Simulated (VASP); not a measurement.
Set up this calculation in VASP 6.6.1, as the native input.

- Task: single point
- Functional: PBEsol
- Potentials or basis: VASP PAW PBE potentials, release 64 (Al, Ga_d, N)
- Cutoff: 600 eV
- k mesh: 2 × 2 × 2, shifted
- Occupations: tetrahedron
- Spin: collinear spin, ferromagnetic start
- Starting moments: [0.5, 0.5, 0.5, 0.5, 0.5, 0.5, 0.5, 0.5, 0.5, 0.5, 0.5, 0.5, 0.5, 0.5, 0.5, 0.5] μB
- Dipole correction: no
- Further INCAR settings: ALGO = Normal; EDIFF = 1e-06; NBANDS = 75

The structure of Al3Ga5N8 lies in POSCAR:

```
Al3Ga5N8
1.0
    8.9047390000      0.0000000000      0.0000000000
    0.0000000000      4.4523690000      0.0000000000
    0.0000000000      0.0000000000      4.4523690000
Al Ga N
3 5 8
Direct
    0.9983490000      0.0327150000      0.9981750000
    0.2394760000      0.4723400000      0.0248540000
    0.0035270000      0.5176500000      0.5134490000
    0.5227560000      0.9939750000      0.0124230000
    0.7518820000      0.4633230000      0.0052980000
    0.2346150000      0.9812850000      0.5191070000
    0.7502360000      0.0091840000      0.5020700000
    0.5025700000      0.5216100000      0.5539270000
    0.1385130000      0.2357930000      0.2279170000
    0.6321250000      0.2733250000      0.2267280000
    0.3603020000      0.7437320000      0.2064650000
    0.8664370000      0.7289880000      0.2332490000
    0.3715650000      0.2500870000      0.7651040000
    0.8709530000      0.2687880000      0.7416810000
    0.1324780000      0.7366490000      0.7366270000
    0.6063030000      0.7290670000      0.7828900000
```

One way to write it, as run:

INCAR

```
PREC = Accurate
ENCUT = 600
EDIFF = 1E-6
ISMEAR = -5
SIGMA = 0.05
LREAL = F
LASPH = T
NELM = 200
ALGO = Normal
ISIF = 2
LWAVE = F
LCHARG = F
ISPIN = 2
MAGMOM = 0.5 0.5 0.5 0.5 0.5 0.5 0.5 0.5 0.5 0.5 0.5 0.5 0.5 0.5 0.5 0.5
LORBIT = 11
GGA = PS
NBANDS = 75
GGA_COMPAT = F
```

KPOINTS

```
Automatic mesh
0
Gamma
  2 2 2
  0.5 0.5 0.5
```

Potentials or basis: VASP PAW PBE potentials, release 64 (Al, Ga_d, N).

Launch:

```bash
$ cat potpaw_PBE.64/Al/POTCAR potpaw_PBE.64/Ga_d/POTCAR potpaw_PBE.64/N/POTCAR > POTCAR
$ mpirun -np 1 vasp_std > vasp.out
```

Results of the run:

```
Pressure                                              : 10.3 GPa
Largest force                                         : 8.655 eV/Å
Band gap on the k mesh                                : 2.92 eV
Net moment                                            : 0.00 μB per cell
Valence electrons inside the program's atomic spheres : Al 0.76, 0.90, 0.79; Ga 12.07, 12.35, 12.02, 11.76, 12.03; N 3.86, 3.79, 3.68, 3.71, 3.69, 3.81, 3.83, 3.85
```

Caveat: the k points lie up to 0.71 Å⁻¹ apart; the PAW data sets were made with another functional, which shifts forces and pressure a little; a shifted mesh leaves out Γ, where band edges can lie.

It took 2.2 min on 1 thread of AMD EPYC 9R45 96-Core Processor (Zen 5) (shared host), peak memory 0.36 GiB.
